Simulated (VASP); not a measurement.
**BN: single point with PBE**

Crystal: BN.

```xyz
2
Lattice="0.0000 1.8123 1.7580 1.8123 0.0000 1.7580 1.8123 1.8123 0.0000" Properties=species:S:1:pos:R:3 pbc="T T T"
B     0.0000    0.0000    0.0000
N     2.7185    2.7185    2.6370
```

```json
{
  "Program": "VASP 6.6.1",
  "Task": "single point",
  "Functional": "PBE",
  "Potentials or basis": "VASP PAW PBE potentials, release 64 (B, N)",
  "Cutoff": "600 eV",
  "k mesh": "12 × 12 × 12",
  "Occupations": "gaussian, width 0.05 eV",
  "Spin": "no spin polarisation"
}
```

The pressure is 12.0 GPa. The band gap on the k mesh is 3.94 eV (least direct gap 8.60 eV).

Stress tensor (GPa, compression positive):
```
 5.90  0.00  0.00
 0.00  5.90  0.00
 0.00  0.00 24.20
```

Levels at points of the mesh, in eV from the valence-band top:
```
           k point  band 2  band 3  band 4  band 5  band 6  band 7
(0.00, 0.00, 0.00)   -0.29   -0.29    0.00    8.60    8.81    8.81
(0.50, 0.00, 0.00)  -11.09   -2.41   -1.94    9.92   10.46   11.14
(0.50, 0.50, 0.00)   -8.95   -5.48   -5.48    3.94    8.68   18.11
(0.50, 0.00, 0.50)   -9.41   -5.07   -5.06    4.48    9.41   17.77
```

Wall time 13 s on 1 thread of Intel Xeon 8259CL (shared host), peak memory 0.13 GiB.

Caveat: the stress differs along the axes, from 6 to 24 GPa. A k mesh can miss the band edges.
